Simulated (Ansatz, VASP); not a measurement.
# One calculation of Pd, two programs

Contents of INCAR:

```
SYSTEM = Pd
PREC     = Accurate       ! precision mode
ENCUT    = 520            ! plane-wave cutoff, eV
EDIFF    = 1E-6           ! SCF threshold, eV
ISMEAR   = 0              ! smearing method
SIGMA    = 0.1            ! smearing width, eV
LREAL    = .FALSE.        ! projectors in reciprocal space
LASPH    = .TRUE.         ! aspherical terms in the spheres
NELM     = 80             ! most SCF steps
ALGO     = Fast           ! electronic algorithm
ISIF     = 2              ! what is computed and relaxed
LWAVE    = .FALSE.        ! write WAVECAR
LCHARG   = .FALSE.        ! write CHGCAR
GGA      = PE             ! functional
NBANDS   = 11             ! bands
```

Contents of KPOINTS:

```
Automatic mesh
0
G
  18 18 18
  0 0 0
```

POSCAR

```
Pd
1.0
   -1.5852365954      1.5852365954      1.5852365954
    1.5852365954     -1.5852365954      1.5852365954
    1.5852365954      1.5852365954     -1.5852365954
Pd
1
Direct
    0.0000000000      0.0000000000      0.0000000000
```

Input for Ansatz:

```yaml
crystal:
  lattice:
    - [-1.5852365954, 1.5852365954, 1.5852365954]
    - [1.5852365954, -1.5852365954, 1.5852365954]
    - [1.5852365954, 1.5852365954, -1.5852365954]
  atoms:
    - { symbol: Pd, position: [0.0, 0.0, 0.0] }
basis:
  ecutwfc: 420
kpoints:
  mp_grid: { grid: [18, 18, 18] }
hamiltonian:
  xc: pbe
scf:
  occupations: { method: gaussian, width: 0.1 }
output:
  forces: true
  stress: true
  eigenvalues: true
```

Alike in both runs: task single point; functional PBE; k mesh 18 × 18 × 18; occupations gaussian, width 0.1 eV; no spin polarisation.

|  | VASP | Ansatz |
| --- | --- | --- |
| version | VASP 6.6.1 | Ansatz 0.2.0 |
| potentials or method | VASP PAW PBE potentials, release 64 (Pd), cutoff 520 eV | scalar-relativistic, plane waves, PAW |
| valence electrons in the cell | 10 | 18 |

Ansatz gave:

| Quantity | Value |
| --- | --- |
| gap on the k mesh at the Fermi level (eV) | none |
| pressure (GPa) | -4.8 |

Problem. Which values does VASP return?

Solution. gap on the k mesh at the Fermi level (eV): none; pressure (GPa): -4.9.

A gap of «none» marks a metal or a gap that the smearing closes. VASP's potentials hold 10 valence electrons a cell and Ansatz's 18, so a difference there can come from the potentials and not from the codes.
